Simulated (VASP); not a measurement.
# CoO (R-3m) in VASP: notebook

Aim: see how the results for CoO move with the level of theory and the settings. Levels: PBE+U, PBEsol+U. Tasks: single point.

Program: VASP 6.6.1. These are calculated values, not measurements. Logs are shortened: lines on timing, memory, paths and dates and some standing lists are left out, and cuts for length are marked.

**1. The cell of the first run**

It takes space group R-3m (No. 166, trigonal). Conventional cell: a = 3.011 Å, b = 3.011 Å, c = 7.320 Å, α = 90.00°, β = 90.00°, γ = 120.00°. Co (site symmetry -3m) has 6 O at 2.12 Å within 2.8 Å. O (site symmetry -3m) has 6 Co at 2.12 Å within 2.8 Å.

**2. Single point, PBE+U, collinear spin, ferromagnetic start**

The input, INCAR:

```
SYSTEM = CoO
PREC = Accurate
ENCUT = 520
EDIFF = 1E-6
ISMEAR = 0
SIGMA = 0.05
LREAL = .False.
LASPH = .True.
NELM = 150
ALGO = Normal
ISIF = 2
LWAVE = .False.
LCHARG = .False.
ISPIN = 2
MAGMOM = 2.6 0.23
LORBIT = 11
LMAXMIX = 4
LDAU = .True.
LDAUTYPE = 2
LDAUL = 2 -1
LDAUU = 3.32 0
LDAUJ = 0 0
LDAUPRINT = 1
GGA = PE
NELECT = 14.8
NBANDS = 18
```

The input, KPOINTS:

```
Automatic mesh
0
Gamma
  12 12 12
  0 0 0
```

The input, POSCAR:

```
CoO
1.0
    1.5054695445      0.8691832468      2.4399269062
   -1.5054695445      0.8691832468      2.4399269062
    0.0000000000     -1.7383664936      2.4399269062
Co O
1 1
Direct
    0.0000000000      0.0000000000      0.0000000000
    0.5000000000      0.5000000000      0.5000000000
```

Potentials or basis: VASP PAW PBE potentials, release 64 (Co, O).

Started as:

```sh
cat potpaw_PBE.64/Co/POTCAR potpaw_PBE.64/O/POTCAR > POTCAR
mpirun -np 1 vasp_std > vasp.out
```

OUTCAR:

```text
SYSTEM = CoO
   PREC = Accurate
   ENCUT = 520
   EDIFF = 1E-6
   ISMEAR = 0
   LREAL = .False.
   LASPH = .True.
   NELM = 150
   ISIF = 2
   ISPIN = 2
   LORBIT = 11
   GGA = PE
   NELECT = 14.8

 ion  position               nearest neighbor table
   1  0.000  0.000  0.000-   2 2.12   2 2.12   2 2.12   2 2.12   2 2.12   2 2.12
   2  0.500  0.500  0.500-   1 2.12   1 2.12   1 2.12   1 2.12   1 2.12   1 2.12

  LATTYP: Found a trigonal (rhomboedric) cell.
 ALAT       =     2.9958573687
 COS(alpha) =     0.4949531368

  Lattice vectors:

 A1 = (   1.5054695445,   0.8691832468,   2.4399269062)
 A2 = (  -1.5054695445,   0.8691832468,   2.4399269062)
 A3 = (   0.0000000000,  -1.7383664936,   2.4399269062)

Analysis of symmetry for initial positions (statically):
=====================================================================
 Subroutine PRICEL returns:
 Original cell was already a primitive cell.

 Routine SETGRP: Setting up the symmetry group for a
 trigonal (rhombohedral) supercell.

 Subroutine GETGRP returns: Found 12 space group operations
 (whereof 12 operations were pure point group operations)
 out of a pool of 12 trial point group operations.

The static configuration has the point symmetry D_3d.

Analysis of symmetry for dynamics (positions and initial velocities):
=====================================================================
 Subroutine PRICEL returns:
 Original cell was already a primitive cell.

 Routine SETGRP: Setting up the symmetry group for a
 trigonal (rhombohedral) supercell.

 Subroutine GETGRP returns: Found 12 space group operations
 (whereof 12 operations were pure point group operations)
 out of a pool of 12 trial point group operations.

The dynamic configuration has the point symmetry D_3d.

Analysis of structural, dynamic, and magnetic symmetry:
=====================================================================
 Subroutine PRICEL returns:
 Original cell was already a primitive cell.

 Routine SETGRP: Setting up the symmetry group for a
 trigonal (rhombohedral) supercell.

 Subroutine GETGRP returns: Found 12 space group operations
 (whereof 12 operations were pure point group operations)
 out of a pool of 12 trial point group operations.

The overall configuration has the point symmetry D_3d.

 Subroutine INISYM returns: Found 12 space group operations
 (whereof 12 operations are pure point group operations),
 and found     1 'primitive' translations

----------------------------------------------------------------------------------------

                                     Primitive cell

  volume of cell :      19.1563

  direct lattice vectors                    reciprocal lattice vectors
     1.505469544  0.869183247  2.439926906     0.332122295  0.191750896  0.136616114
    -1.505469544  0.869183247  2.439926906    -0.332122295  0.191750896  0.136616114
     0.000000000 -1.738366494  2.439926906     0.000000000 -0.383501793  0.136616114

  length of vectors
     2.995857369  2.995857369  2.995857369     0.407108816  0.407108816  0.407108816

  position of ions in fractional coordinates (direct lattice)
     0.000000000  0.000000000  0.000000000
     0.500000000  0.500000000  0.500000000

  ion indices of the primitive-cell ions
   primitive index   ion index
                 1           1
                 2           2

----------------------------------------------------------------------------------------

 KPOINTS: Automatic mesh

Automatic generation of k-mesh.
 Grid dimensions read from file:
 generate k-points for:   12   12   12

 Generating k-lattice:

  Cartesian coordinates                     Fractional coordinates (reciprocal lattice)
[... 58 lines left out ...]
   ENCUT  =  520.0 eV  38.22 Ry    6.18 a.u.   5.57  5.57  5.57*2*pi/ulx,y,z
   NELM   =    150;   NELMIN=  2; NELMDL= -5     # of ELM steps
   EDIFF  = 0.1E-05   stopping-criterion for ELM
   LREAL  =      F    real-space projection
   EDIFFG = 0.1E-04   stopping-criterion for IOM
   NSW    =      0    number of steps for IOM
   IBRION =     -1    ionic relax: 0-MD 1-quasi-New 2-CG
   NFREE  =      0    steps in history (QN), initial steepest desc. (CG)
   ISIF   =      2    stress and relaxation
   ISYM   =      2    0-nonsym 1-usesym 2-fastsym
   POTIM  = 0.5000    time-step for ionic-motion
   TEBEG  =    0.0;   TEEND  =   0.0 temperature during run
   PSTRESS=    0.0 pullay stress
   NELECT =      14.8000    total number of electrons
   NUPDOWN=      -1.0000    fix difference up-down
   EMIN   =  10.00;   EMAX   =-10.00  energy-range for DOS
   EFERMI =   0.00;   METHOD = LEGACY
   ISMEAR =     0;   SIGMA  =   0.05  broadening in eV -4-tet -1-fermi 0-gaus
   EFERMI_NEDOS =   21; number of points for ismear=-14 and -15
   IALGO  =     38    algorithm
   IMIX   =      4    mixing-type and parameters
     AMIX     =   0.40;   BMIX     =  1.00
     AMIX_MAG =   1.60;   BMIX_MAG =  1.00
  volume/ion in A,a.u.               =       9.58        64.64
  Fermi-wavevector in a.u.,A,eV,Ry     =   1.502190  2.838728 30.702574  2.256576
  Thomas-Fermi vector in A             =   2.613463
   LORBIT       =     11    0 simple, 1 ext, 2 COOP (PROOUT), +10 PAW based schemes
 LDA+U is selected, type is set to LDAUTYPE =  2
   angular momentum for each species LDAUL =     2   -1
   U (eV)           for each species LDAUU =   3.3  0.0
   J (eV)           for each species LDAUJ =   0.0  0.0
   GGA     = PE    functional components
   LHFCALC =     F    Hartree Fock is set to
   AEXX    =    0.0000 exact exchange contribution
   IVDW    =     0    specifies the selected vdW correction
   LEPSILON=     F    determine dielectric tensor
   LRPA    =     F    only Hartree local field effects (RPA)
 spin polarized calculation
 Gauss-broadening in eV      SIGMA  =   0.05
  energy-cutoff  :      520.00
  volume of cell :       19.16
 maximum number of plane-waves:       533
 NGX is ok and might be reduce to    24
   NGX = 11   NGY = 11   NGZ = 11

atom =   1  type =  1  l = 2

 onsite density matrix

spin component  1

  0.9849  0.0000 -0.0000 -0.0202 -0.0000
  0.0000  0.9989 -0.0000 -0.0000 -0.0202
 -0.0000 -0.0000  0.9681  0.0000  0.0000
 -0.0202 -0.0000  0.0000  0.9989 -0.0000
 -0.0000 -0.0202  0.0000 -0.0000  0.9849

spin component  2

  0.4275 -0.0000  0.0000  0.0585  0.0000
 -0.0000  0.1456  0.0000 -0.0000  0.0585
  0.0000  0.0000  0.9578  0.0000  0.0000
  0.0585 -0.0000  0.0000  0.1456  0.0000
  0.0000  0.0585  0.0000  0.0000  0.4275

 occupancies and eigenvectors

  o =  0.1339  v =  0.0000  0.0000  0.0000  0.0000  0.0000  0.1955  0.0000 -0.0000 -0.9807 -0.0000      0.0000  0.0000  0.0000  0.0000  0.0000  0.0000  0.0000  0.0000  0.0000  0.0000
  o =  0.1339  v =  0.0000  0.0000  0.0000  0.0000  0.0000  0.0000 -0.9807 -0.0000 -0.0000  0.1955      0.0000  0.0000  0.0000  0.0000  0.0000  0.0000  0.0000  0.0000  0.0000  0.0000
  o =  0.4391  v =  0.0000  0.0000  0.0000  0.0000  0.0000 -0.9807  0.0000 -0.0000 -0.1955 -0.0000      0.0000  0.0000  0.0000  0.0000  0.0000  0.0000  0.0000  0.0000  0.0000  0.0000
  o =  0.4391  v =  0.0000  0.0000  0.0000  0.0000  0.0000  0.0000  0.1955 -0.0000  0.0000  0.9807      0.0000  0.0000  0.0000  0.0000  0.0000  0.0000  0.0000  0.0000  0.0000  0.0000
  o =  0.9578  v =  0.0000  0.0000  0.0000  0.0000  0.0000  0.0000  0.0000  1.0000 -0.0000  0.0000      0.0000  0.0000  0.0000  0.0000  0.0000  0.0000  0.0000  0.0000  0.0000  0.0000
  o =  0.9681  v = -0.0000  0.0000 -1.0000  0.0000  0.0000  0.0000  0.0000  0.0000  0.0000  0.0000      0.0000  0.0000  0.0000  0.0000  0.0000  0.0000  0.0000  0.0000  0.0000  0.0000
  o =  0.9705  v = -0.8151 -0.0000 -0.0000 -0.5794 -0.0000  0.0000  0.0000  0.0000  0.0000  0.0000      0.0000  0.0000  0.0000  0.0000  0.0000  0.0000  0.0000  0.0000  0.0000  0.0000
  o =  0.9705  v = -0.0000  0.5794  0.0000 -0.0000  0.8151  0.0000  0.0000  0.0000  0.0000  0.0000      0.0000  0.0000  0.0000  0.0000  0.0000  0.0000  0.0000  0.0000  0.0000  0.0000
  o =  1.0132  v = -0.5794  0.0000 -0.0000  0.8151 -0.0000  0.0000  0.0000  0.0000  0.0000  0.0000      0.0000  0.0000  0.0000  0.0000  0.0000  0.0000  0.0000  0.0000  0.0000  0.0000
  o =  1.0132  v = -0.0000 -0.8151  0.0000  0.0000  0.5794  0.0000  0.0000  0.0000  0.0000  0.0000      0.0000  0.0000  0.0000  0.0000  0.0000  0.0000  0.0000  0.0000  0.0000  0.0000

 number of electron      14.8000005 magnetization       3.1998205

 Free energy of the ion-electron system (eV)
  ---------------------------------------------------
  ext. energy  EPLUGINS =         0.00000000
  ---------------------------------------------------
  free energy    TOTEN  =       -13.03494497 eV

  energy without entropy =      -13.03238533  energy(sigma->0) =      -13.03366515

 E-fermi :   7.6554     XC(G=0): -12.3322

 val. band max:        7.6538435820   @ k =   0.2500   0.0833  -0.0000
 cond. band min:       7.6562780112   @ k =  -0.2500   0.1667   0.0833
 fundamental gap:      0.0024344292
 Fermi energy:         7.6554057623

 spin component 1

 k-point     1 :       0.0000    0.0000    0.0000
  band No.  band energies     occupation
      1     -12.0326      1.00000
      2       2.4047      1.00000
      3       2.4047      1.00000
      4       2.5132      1.00000
      5       2.5132      1.00000
      6       3.3588      1.00000
[... 1001 lines left out ...]
     17      36.3678      0.00000
     18      38.0309      0.00000

 [... further k-points ...]
[... 5 lines left out ...]
  --------------------------------------------------------------------------------------
  -------------------------------------------------------------------------------------
  Total       -2.4825538     -2.4825538     -2.5541301      0.0000000      0.0000000      0.0000000
  in kB     -207.6337063   -207.6337063   -213.6201445      0.0000000      0.0000000      0.0000000
  external PRESSURE =    -209.6291857 kB  Pullay stress =       0.0000000 kB

 VOLUME and BASIS-vectors are now :
 -----------------------------------------------------------------------------
  energy-cutoff  :      520.00
  volume of cell :       19.16
      direct lattice vectors                 reciprocal lattice vectors
     1.505469544  0.869183247  2.439926906     0.332122295  0.191750896  0.136616114
    -1.505469544  0.869183247  2.439926906    -0.332122295  0.191750896  0.136616114
     0.000000000 -1.738366494  2.439926906     0.000000000 -0.383501793  0.136616114

 POSITION                                       TOTAL-FORCE (eV/Angst)
 -----------------------------------------------------------------------------------
      0.00000      0.00000      0.00000        -0.000000      0.000000      0.000000
      0.00000      0.00000      3.65989         0.000000      0.000000     -0.000000
 -----------------------------------------------------------------------------------
    total drift:                               -0.000000      0.000000     -0.000000

  FREE ENERGIE OF THE ION-ELECTRON SYSTEM (eV)
  ---------------------------------------------------
  free  energy   TOTEN  =       -13.0349449744 eV

  energy  without entropy=      -13.0323853304  energy(sigma->0) =      -13.03366515

 total charge

# of ion       s       p       d       tot
------------------------------------------
    1        0.297   0.366   7.017   7.680
    2        1.552   3.421   0.000   4.974
--------------------------------------------------
tot          1.850   3.788   7.017  12.654

 magnetization (x)

# of ion       s       p       d       tot
------------------------------------------
    1        0.021   0.018   2.830   2.869
    2        0.023   0.274   0.000   0.297
--------------------------------------------------
tot          0.044   0.292   2.830   3.166
```

It took 89 s on 1 thread of AMD EPYC 9R45 (Zen 5), shared host; peak memory 0.2 GiB.

Results:

```yaml
Free_energy: -13.0349 eV
Net_moment: 3.20 μB per cell
Site_moments: Co +2.87; O +0.30 μB
Valence_electrons_inside_the_program's_atomic_spheres: Co 7.68; O 4.97
```

Eigenvalues of the final occupation matrices:
```csv
site,spin,trace,eigenvalues
site 1 d,1,4.94,0.97 0.97 0.97 1.01 1.01
site 1 d,2,2.10,0.13 0.13 0.44 0.44 0.96
```

Caveat: the cell carries a net charge on a neutralising background, which shifts energy and pressure; the cell is charged against a uniform background, so pressure and absolute levels hang on convention; a cell with one magnetic atom can't hold antiferromagnetic order, which such compounds often take. The state reached can hang on the start; a lower one may exist.

(Part 1 of 2 ends here.)
